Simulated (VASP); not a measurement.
# ZnO (Immm) in VASP: notebook

Runs on ZnO. Level: LDA. Tasks: single point.

Program: VASP 6.6.1. These are calculated values, not measurements. Logs are shortened: lines on timing, memory, paths and dates and some standing lists are left out, and cuts for length are marked.

## (1) The cell of the first run

It takes space group Immm (No. 71, orthorhombic). Conventional cell: a = 3.045 Å, b = 3.091 Å, c = 4.339 Å, α = 90.00°, β = 90.00°, γ = 90.00°. Zn (site symmetry mmm) has 6 O at 2.17 Å within 2.9 Å. Within 2.9 Å of O (site symmetry mmm) lie 6 Zn at 2.17 Å.

## (2) Single point, LDA (strain +0.0150 x Voigt [0, 0, 0, 0, 1, 0])

File INCAR:

```
SYSTEM = ZnO
PREC = Accurate
ENCUT = 1340
EDIFF = 1E-6
ISMEAR = 0
SIGMA = 0.05
LREAL = .False.
LASPH = .True.
NELM = 120
ALGO = Normal
ISIF = 2
LWAVE = .False.
LCHARG = .True.
GGA = CA
LELF = .True.
LVHAR = .True.
NBANDS = 16
GGA_COMPAT = .False.
```

File KPOINTS:

```
Automatic mesh
0
Gamma
  12 12 12
  0 0 0
```

File POSCAR:

```
ZnO
1.0
    0.0162708150      2.1694420000      2.1694420000
    2.1857128150      0.0000000000      2.1857128150
    2.1694420000      2.1694420000      0.0162708150
Zn O
1 1
Direct
    0.0000000000      0.0000000000      0.0000000000
    0.5000000000      0.5000000000      0.5000000000
```

Potentials or basis: VASP PAW LDA potentials, release 64 (Zn, O_h).

Run with:

```sh
> cat potpaw_LDA.64/Zn/POTCAR potpaw_LDA.64/O_h/POTCAR > POTCAR
> mpirun -np 1 vasp_std > vasp.out
```

OUTCAR:

```text
SYSTEM = ZnO
   PREC = Accurate
   ENCUT = 1340
   EDIFF = 1E-6
   ISMEAR = 0
   LREAL = .False.
   LASPH = .True.
   NELM = 120
   ISIF = 2
   GGA = CA

 ion  position               nearest neighbor table
   1  0.000  0.000  0.000-   2 2.17   2 2.17   2 2.17   2 2.17   2 2.17   2 2.17
   2  0.500  0.500  0.500-   1 2.17   1 2.17   1 2.17   1 2.17   1 2.17   1 2.17

  LATTYP: Found a body centered orthorhombic cell.
 ALAT       =     3.0450438919
 B/A-ratio  =     1.0151133501
 C/A-ratio  =     1.4249003147

  Lattice vectors:

 A1 = (   0.0162708150,  -2.1694420000,   2.1694420000)
 A2 = (  -0.0162708150,  -2.1694420000,  -2.1694420000)
 A3 = (   2.1694420000,   2.1694420000,   0.0162708150)

Analysis of symmetry for initial positions (statically):
=====================================================================
 Subroutine PRICEL returns:
 Original cell was already a primitive cell.

 Routine SETGRP: Setting up the symmetry group for a
 body centered orthorhombic supercell.

 Subroutine GETGRP returns: Found  8 space group operations
 (whereof  8 operations were pure point group operations)
 out of a pool of  8 trial point group operations.

The static configuration has the point symmetry D_2h.

Analysis of symmetry for dynamics (positions and initial velocities):
=====================================================================
 Subroutine PRICEL returns:
 Original cell was already a primitive cell.

 Routine SETGRP: Setting up the symmetry group for a
 body centered orthorhombic supercell.

 Subroutine GETGRP returns: Found  8 space group operations
 (whereof  8 operations were pure point group operations)
 out of a pool of  8 trial point group operations.

The dynamic configuration has the point symmetry D_2h.

 Subroutine INISYM returns: Found  8 space group operations
 (whereof  8 operations are pure point group operations),
 and found     1 'primitive' translations

----------------------------------------------------------------------------------------

                                     Primitive cell

  volume of cell :      20.4197

  direct lattice vectors                    reciprocal lattice vectors
     0.016270815  2.169442000  2.169442000    -0.232215629  0.230474011  0.232215629
     2.185712815  0.000000000  2.185712815     0.228758324 -0.230474011  0.228758324
     2.169442000  2.169442000  0.016270815     0.232215629  0.230474011 -0.232215629

  length of vectors
     3.068097443  3.091064706  3.068097443     0.401206264  0.397214062  0.401206264

  position of ions in fractional coordinates (direct lattice)
     0.000000000  0.000000000  0.000000000
     0.500000000  0.500000000  0.500000000

  ion indices of the primitive-cell ions
   primitive index   ion index
                 1           1
                 2           2

----------------------------------------------------------------------------------------

 KPOINTS: Automatic mesh

Automatic generation of k-mesh.
 Grid dimensions read from file:
 generate k-points for:   12   12   12

 Generating k-lattice:

  Cartesian coordinates                     Fractional coordinates (reciprocal lattice)
    -0.019351302  0.019206168  0.019351302     0.083333333  0.000000000 -0.000000000
     0.019063194 -0.019206168  0.019063194     0.000000000  0.083333333 -0.000000000
     0.019351302  0.019206168 -0.019351302     0.000000000  0.000000000  0.083333333

  Length of vectors
     0.033433855  0.033101172  0.033433855

  Shift w.r.t. Gamma in fractional coordinates (k-lattice)
     0.000000000  0.000000000  0.000000000

 Subroutine IBZKPT returns following result:
 ===========================================

 Found    280 irreducible k-points:

 Following reciprocal coordinates:
            Coordinates               Weight
  0.000000  0.000000  0.000000      1.000000
  0.083333  0.000000  0.000000      4.000000
  0.166667  0.000000 -0.000000      4.000000
  0.250000  0.000000 -0.000000      4.000000
  0.333333  0.000000  0.000000      4.000000
  0.416667  0.000000 -0.000000      4.000000
[... 16 lines left out ...]
  0.250000  0.166667 -0.000000      8.000000
  0.333333  0.166667  0.000000      8.000000
 [... further k-points ...]
   k-points           NKPTS =    280   k-points in BZ     NKDIM =    280   number of bands    NBANDS=     16
   number of dos      NEDOS =    301   number of ions     NIONS =      2
   total plane-waves  NPLWV =  64000
   dimension x,y,z NGX =    40 NGY =   40 NGZ =   40
   dimension x,y,z NGXF=    80 NGYF=   80 NGZF=   80
   ions per type =               1   1
   NGX,Y,Z   is equivalent  to a cutoff of  21.67, 21.51, 21.67 a.u.
   NGXF,Y,Z  is equivalent  to a cutoff of  43.35, 43.03, 43.35 a.u.
 SYSTEM =  ZnO
   PREC   = accura    normal or accurate (medium, high low for compatibility)
   ISTART =      0    job   : 0-new  1-cont  2-samecut
   ICHARG =      2    charge: 1-file 2-atom 10-const
   ISPIN  =      1    spin polarized calculation?
   LNONCOLLINEAR =      F non collinear calculations
   LSORBIT =      F    spin-orbit coupling
   LASPH  =      T    aspherical Exc in radial PAW
   ENCUT  = 1340.0 eV  98.49 Ry    9.92 a.u.   9.16  9.23  9.16*2*pi/ulx,y,z
   NELM   =    120;   NELMIN=  2; NELMDL= -5     # of ELM steps
   EDIFF  = 0.1E-05   stopping-criterion for ELM
   LREAL  =      F    real-space projection
   EDIFFG = 0.1E-04   stopping-criterion for IOM
   NSW    =      0    number of steps for IOM
   IBRION =     -1    ionic relax: 0-MD 1-quasi-New 2-CG
   NFREE  =      0    steps in history (QN), initial steepest desc. (CG)
   ISIF   =      2    stress and relaxation
   ISYM   =      2    0-nonsym 1-usesym 2-fastsym
   POTIM  = 0.5000    time-step for ionic-motion
   TEBEG  =    0.0;   TEEND  =   0.0 temperature during run
   PSTRESS=    0.0 pullay stress
   NELECT =      18.0000    total number of electrons
   NUPDOWN=      -1.0000    fix difference up-down
   EMIN   =  10.00;   EMAX   =-10.00  energy-range for DOS
   EFERMI =   0.00;   METHOD = LEGACY
   ISMEAR =     0;   SIGMA  =   0.05  broadening in eV -4-tet -1-fermi 0-gaus
   EFERMI_NEDOS =   21; number of points for ismear=-14 and -15
   IALGO  =     38    algorithm
   IMIX   =      4    mixing-type and parameters
     AMIX     =   0.40;   BMIX     =  1.00
     AMIX_MAG =   1.60;   BMIX_MAG =  1.00
  volume/ion in A,a.u.               =      10.21        68.90
  Fermi-wavevector in a.u.,A,eV,Ry     =   1.569697  2.966297 33.524047  2.463948
  Thomas-Fermi vector in A             =   2.671541
   LORBIT       =      0    0 simple, 1 ext, 2 COOP (PROOUT), +10 PAW based schemes
   GGA     = CA    functional components
   LHFCALC =     F    Hartree Fock is set to
   AEXX    =    0.0000 exact exchange contribution
   IVDW    =     0    specifies the selected vdW correction
   LEPSILON=     F    determine dielectric tensor
   LRPA    =     F    only Hartree local field effects (RPA)
 non-spin polarized calculation
 Gauss-broadening in eV      SIGMA  =   0.05
  energy-cutoff  :     1340.00
  volume of cell :       20.42
 maximum number of plane-waves:      2295
 NGX is ok and might be reduce to    40
   NGX = 19   NGY = 19   NGZ = 19

 number of electron      18.0000001 magnetization

 Free energy of the ion-electron system (eV)
  ---------------------------------------------------
  ext. energy  EPLUGINS =         0.00000000
  ---------------------------------------------------
  free energy    TOTEN  =       -10.29718870 eV

  energy without entropy =      -10.29718870  energy(sigma->0) =      -10.29718870

 E-fermi :   2.6371     XC(G=0): -12.5680

 val. band max:        2.4266384803   @ k =  -0.0000   0.5000  -0.0000
 cond. band min:       3.0994197999   @ k =   0.0000   0.0000   0.0000
 fundamental gap:      0.6727813196
 Fermi energy:         2.6370821957

 k-point     1 :       0.0000    0.0000    0.0000
  band No.  band energies     occupation
      1     -15.5453      2.00000
      2      -2.4916      2.00000
      3      -2.4846      2.00000
      4      -2.4729      2.00000
      5      -2.2837      2.00000
      6      -2.2828      2.00000
[... 8 lines left out ...]
     15      20.8560      0.00000
     16      21.0063      0.00000

 k-point     2 :       0.0833    0.0000    0.0000
  band No.  band energies     occupation
      1     -15.4695      2.00000
      2      -2.5199      2.00000
      3      -2.4914      2.00000
      4      -2.4738      2.00000
      5      -2.3504      2.00000
      6      -2.3494      2.00000
[... 8 lines left out ...]
     15      21.0863      0.00000
     16      21.3041      0.00000

 k-point     3 :       0.1667    0.0000   -0.0000
  band No.  band energies     occupation
      1     -15.2543      2.00000
      2      -2.7125      2.00000
      3      -2.6389      2.00000
      4      -2.6125      2.00000
      5      -2.3584      2.00000
      6      -2.3583      2.00000
[... 8 lines left out ...]
     15      21.7170      0.00000
     16      21.9798      0.00000

 k-point     4 :       0.2500    0.0000   -0.0000
  band No.  band energies     occupation
      1     -14.9384      2.00000
      2      -3.2074      2.00000
      3      -2.8964      2.00000
      4      -2.8637      2.00000
      5      -2.2757      2.00000
      6      -2.2718      2.00000
[... 8 lines left out ...]
     15      22.7148      0.00000
     16      23.0015      0.00000

 k-point     5 :       0.3333    0.0000    0.0000
  band No.  band energies     occupation
      1     -14.5910      2.00000
      2      -3.9105      2.00000
      3      -3.1305      2.00000
      4      -3.0922      2.00000
      5      -2.1841      2.00000
      6      -2.1780      2.00000
[... 8 lines left out ...]
     15      24.0077      0.00000
     16      24.3074      0.00000

 k-point     6 :       0.4167    0.0000   -0.0000
  band No.  band energies     occupation
      1     -14.3114      2.00000
      2      -4.4851      2.00000
      3      -3.2883      2.00000
      4      -3.2465      2.00000
      5      -2.1151      2.00000
      6      -2.1077      2.00000
[... 8 lines left out ...]
     15      25.3893      0.00000
     16      25.6892      0.00000

 k-point     7 :       0.5000    0.0000   -0.0000
  band No.  band energies     occupation
      1     -14.2025      2.00000
      2      -4.7024      2.00000
      3      -3.3435      2.00000
      4      -3.3006      2.00000
      5      -2.0895      2.00000
      6      -2.0817      2.00000
[... 8 lines left out ...]
     15      26.1509      0.00000
     16      26.4441      0.00000

 k-point     8 :      -0.0000    0.0833   -0.0000
  band No.  band energies     occupation
      1     -15.4713      2.00000
      2      -2.5348      2.00000
      3      -2.4931      2.00000
      4      -2.4730      2.00000
      5      -2.3425      2.00000
      6      -2.3397      2.00000
[... 8 lines left out ...]
     15      21.1826      0.00000
     16      21.3830      0.00000

 k-point     9 :       0.0833    0.0833   -0.0000
  band No.  band energies     occupation
      1     -15.4463      2.00000
      2      -2.5107      2.00000
      3      -2.4989      2.00000
      4      -2.4777      2.00000
      5      -2.4763      2.00000
      6      -2.2707      2.00000
[... 8 lines left out ...]
     15      22.5632      0.00000
     16      22.7367      0.00000
[... 172 lines left out ...]
 k-point    19 :      -0.0833    0.0833   -0.0000
  band No.  band energies     occupation
      1     -15.3504      2.00000
      2      -2.5978      2.00000
      3      -2.5717      2.00000
      4      -2.5445      2.00000
      5      -2.4430      2.00000
      6      -2.2982      2.00000
[... 8 lines left out ...]
     15      21.2760      0.00000
     16      22.6091      0.00000

 k-point    20 :      -0.0000    0.1667   -0.0000
  band No.  band energies     occupation
      1     -15.2614      2.00000
      2      -2.7369      2.00000
      3      -2.6378      2.00000
      4      -2.6113      2.00000
      5      -2.3470      2.00000
      6      -2.3463      2.00000
[... 8 lines left out ...]
     15      21.7991      0.00000
     16      22.0666      0.00000

 k-point    21 :       0.0833    0.1667   -0.0000
  band No.  band energies     occupation
      1     -15.2846      2.00000
      2      -2.7708      2.00000
      3      -2.5942      2.00000
      4      -2.5244      2.00000
      5      -2.4285      2.00000
      6      -2.2724      2.00000
[... 8 lines left out ...]
     15      22.7929      0.00000
     16      23.5556      0.00000

 k-point    22 :       0.1667    0.1667    0.0000
  band No.  band energies     occupation
      1     -15.1749      2.00000
      2      -3.0073      2.00000
      3      -2.5800      2.00000
      4      -2.4594      2.00000
      5      -2.4583      2.00000
      6      -2.2368      2.00000
[... 8 lines left out ...]
     15      25.2971      0.00000
     16      25.4044      0.00000

 k-point    23 :       0.2500    0.1667   -0.0000
  band No.  band energies     occupation
      1     -14.9525      2.00000
      2      -3.3018      2.00000
      3      -2.6784      2.00000
      4      -2.5116      2.00000
      5      -2.4143      2.00000
      6      -2.2045      2.00000
[... 8 lines left out ...]
     15      25.3650      0.00000
     16      26.0806      0.00000

 k-point    24 :       0.3333    0.1667    0.0000
  band No.  band energies     occupation
      1     -14.6630      2.00000
      2      -3.6141      2.00000
      3      -2.8958      2.00000
      4      -2.7049      2.00000
      5      -2.3394      2.00000
      6      -2.1311      2.00000
[... 8 lines left out ...]
     15      25.3649      0.00000
     16      26.5492      0.00000

 [... further k-points ...]
[... 5 lines left out ...]
  --------------------------------------------------------------------------------------
  -------------------------------------------------------------------------------------
  Total       -1.8052615     -1.8094469     -1.8052615      0.0000000      0.0000000     -0.1663854
  in kB     -141.6449229   -141.9733193   -141.6449229      0.0000000      0.0000000    -13.0549749
  external PRESSURE =    -141.7543884 kB  Pullay stress =       0.0000000 kB

 VOLUME and BASIS-vectors are now :
 -----------------------------------------------------------------------------
  energy-cutoff  :     1340.00
  volume of cell :       20.42
      direct lattice vectors                 reciprocal lattice vectors
     0.016270815  2.169442000  2.169442000    -0.232215629  0.230474011  0.232215629
     2.185712815  0.000000000  2.185712815     0.228758324 -0.230474011  0.228758324
     2.169442000  2.169442000  0.016270815     0.232215629  0.230474011 -0.232215629

 POSITION                                       TOTAL-FORCE (eV/Angst)
 -----------------------------------------------------------------------------------
      0.00000      0.00000      0.00000         0.000000     -0.000000     -0.000000
      2.18571      2.16944      2.18571        -0.000000      0.000000      0.000000
 -----------------------------------------------------------------------------------
    total drift:                                0.000000     -0.000000     -0.000000

  FREE ENERGIE OF THE ION-ELECTRON SYSTEM (eV)
  ---------------------------------------------------
  free  energy   TOTEN  =       -10.2971887047 eV

  energy  without entropy=      -10.2971887047  energy(sigma->0) =      -10.29718870
```

Run time: 5 min. Hardware: 1 thread of Intel Xeon Platinum 8259CL at 2.50GHz (Skylake/Cascade Lake), shared host; peak memory 0.49 GiB.

What came out:

| Item | Value |
| --- | --- |
| Free energy | -10.2972 eV |
| Pressure | -14.2 GPa |
| Band gap on the k mesh | 0.67 eV (least direct gap 1.84 eV) |

Stress tensor (GPa, compression positive):
```
-14.16   0.00  -1.31
  0.00 -14.20   0.00
 -1.31   0.00 -14.16
```

Caveat: the cell differs from its parent crystal (strain +0.0150 x Voigt [0, 0, 0, 0, 1, 0]); the cell stands under tension; semilocal functionals underestimate gaps, and a narrow one can read as zero. A k mesh can miss the band edges.

## (3) Single point, LDA (strain +0.0375 x Voigt [0, 0, 0, 0, 1, 0])

File INCAR:

```
  ALGO = Normal
  EDIFF = 1E-6
  ENCUT = 1340
  GGA_COMPAT = F
  ISIF = 2
  ISMEAR = 0
  LASPH = T
  LCHARG = F
  LREAL = F
  LWAVE = F
  NBANDS = 16
  NELM = 120
  PREC = Accurate
  SIGMA = 0.05
```

File KPOINTS:

```
k-points
0
Gamma
  12 12 12
```

File POSCAR:

```
ZnO
1.0
    0.0406770375      2.1694420000      2.1694420000
    2.2101190375      0.0000000000      2.2101190375
    2.1694420000      2.1694420000      0.0406770375
Zn O
1 1
Direct
    0.0000000000      0.0000000000      0.0000000000
    0.5000000000      0.5000000000      0.5000000000
```

Potentials or basis: VASP PAW LDA potentials, release 64 (Zn, O_h).

Run with:

```sh
> cat potpaw_LDA.64/Zn/POTCAR potpaw_LDA.64/O_h/POTCAR > POTCAR
> mpirun -np 1 vasp_std > vasp.out
```

Wall time 6.7 min (1 thread of Intel Xeon Platinum 8259CL at 2.50GHz (Skylake/Cascade Lake), shared host); peak memory 0.48 GiB.

Results (log left out):

```
Free energy            : -10.2911 eV
Pressure               : -14.2 GPa
Band gap on the k mesh : 0.64 eV (least direct gap 1.75 eV)
```

Stress tensor (GPa, compression positive):
```
-14.10   0.00  -3.27
  0.00 -14.26   0.00
 -3.27   0.00 -14.10
```

Levels at points of the mesh, in eV from the valence-band top:
```tsv
k point	band 6	band 7	band 8	band 9	band 10	band 11	band 12	band 13
(0.00, 0.00, 0.00)	-4.73	-1.39	-1.25	-1.10	0.64	17.06	17.58	17.75
(0.50, 0.00, 0.00)	-4.53	-3.64	-0.06	-0.05	5.10	8.70	11.94	12.23
(0.00, 0.50, 0.00)	-4.54	-3.75	-0.03	0.00	5.36	8.41	12.44	12.75
(0.50, 0.50, 0.00)	-4.44	-4.14	-2.64	-2.63	3.81	10.21	11.05	14.73
(0.50, 0.00, 0.50)	-4.43	-4.14	-2.86	-2.40	3.77	10.25	11.09	14.44
```

Caveat: the cell differs from its parent crystal (strain +0.0375 x Voigt [0, 0, 0, 0, 1, 0]); the cell stands under tension; semilocal functionals underestimate gaps, and a narrow one can read as zero. A k mesh can miss the band edges.
